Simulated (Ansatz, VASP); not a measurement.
## TiSi4Ni3: VASP beside Ansatz

INCAR

```
SYSTEM = TiSi4Ni3
PREC     = Accurate       ! precision mode
ENCUT    = 600            ! plane-wave cutoff, eV
EDIFF    = 1E-7           ! SCF threshold, eV
ISMEAR   = 0              ! smearing method
SIGMA    = 0.2            ! smearing width, eV
LREAL    = .False.        ! projectors in reciprocal space
LASPH    = .True.         ! aspherical terms in the spheres
NELM     = 80             ! most SCF steps
ALGO     = Normal         ! electronic algorithm
ISIF     = 3              ! what is computed and relaxed
LWAVE    = .False.        ! write WAVECAR
LCHARG   = .False.        ! write CHGCAR
GGA      = PE             ! functional
IBRION   = 2              ! ionic algorithm
NSW      = 80             ! ionic steps
EDIFFG   = -0.025         ! ionic threshold
```

The input KPOINTS:

```
regular mesh
0
Gamma
  6 6 4
  0 0 0
```

The input POSCAR:

```
TiSi4Ni3
1.0
   -3.7604656475     -0.0083288745     -0.0182643242
   -0.0232969568     -0.0379376129     -4.7038983728
   -0.0129830635     -5.7586980541     -0.0463623327
Ti Si Ni
1 4 3
Direct
    0.5078854345      0.4282634334      0.0026904099
   -0.0104457004      0.4092833655      0.3208573305
    0.9911758651      0.3657618628      0.6540244244
    0.4794964286      0.9525436175      0.7732035276
    0.5123664251      0.9144718410      0.2691303711
    0.0277403400      0.9120697816      0.4852051952
    0.4882711964      0.5737675629      0.5149686277
    0.0035100108      1.0378385352     -0.0200798863
```

Input for Ansatz:

```yaml
crystal:
  lattice:
    - [-3.7604656475, -0.0083288745, -0.0182643242]
    - [-0.0232969568, -0.0379376129, -4.7038983728]
    - [-0.0129830635, -5.7586980541, -0.0463623327]
  atoms:
    - { symbol: Ti, position: [0.5078854345, 0.4282634334, 0.0026904099] }
    - { symbol: Si, position: [-0.0104457004, 0.4092833655, 0.3208573305] }
    - { symbol: Si, position: [0.9911758651, 0.3657618628, 0.6540244244] }
    - { symbol: Si, position: [0.4794964286, 0.9525436175, 0.7732035276] }
    - { symbol: Si, position: [0.5123664251, 0.914471841, 0.2691303711] }
    - { symbol: Ni, position: [0.02774034, 0.9120697816, 0.4852051952] }
    - { symbol: Ni, position: [0.4882711964, 0.5737675629, 0.5149686277] }
    - { symbol: Ni, position: [0.0035100108, 1.0378385352, -0.0200798863] }
basis:
  ecutwfc: 420
kpoints:
  mp_grid: { grid: [6, 6, 4] }
hamiltonian:
  xc: pbe
scf:
  occupations: { method: gaussian, width: 0.2 }
  lower_state_search: "off"
output:
  forces: true
  stress: true
  eigenvalues: true
relax:
  adjacent_minimum: "off"
  f_tol: 0.025
  max_steps: 60
  cell: { stress_tol: 0.25 }
```

Change from the starting cell: cell x1, atoms moved at random (sigma 0.15 Å) and cell strained at random (1.5 %), then relaxed without symmetry.

Alike in both runs: task relaxation of cell and atoms; functional PBE; k mesh 6 × 6 × 4; occupations gaussian, width 0.2 eV; no spin polarisation.

```csv
,VASP,Ansatz
version,VASP 6.6.1,Ansatz 0.2.0
potentials or method,"VASP PAW PBE potentials, release 64 (Ti_sv, Si, Ni), cutoff 600 eV","scalar-relativistic, plane waves, PAW"
valence electrons in the cell,58,82
```

```csv
,VASP,Ansatz,Ansatz less VASP
"gap on the k mesh at the Fermi level, each at its own relaxed structure (eV)",none,none,-
relaxed volume (Å³/atom),12.82,12.83,+0.010
relaxed length of the cell vector where the two differ most in proportion (Å),5.807,5.810,+0.0033
```

A gap of «none» marks a metal or a gap that the smearing closes. VASP's potentials hold 58 valence electrons a cell and Ansatz's 82, so a difference there can come from the potentials and not from the codes.
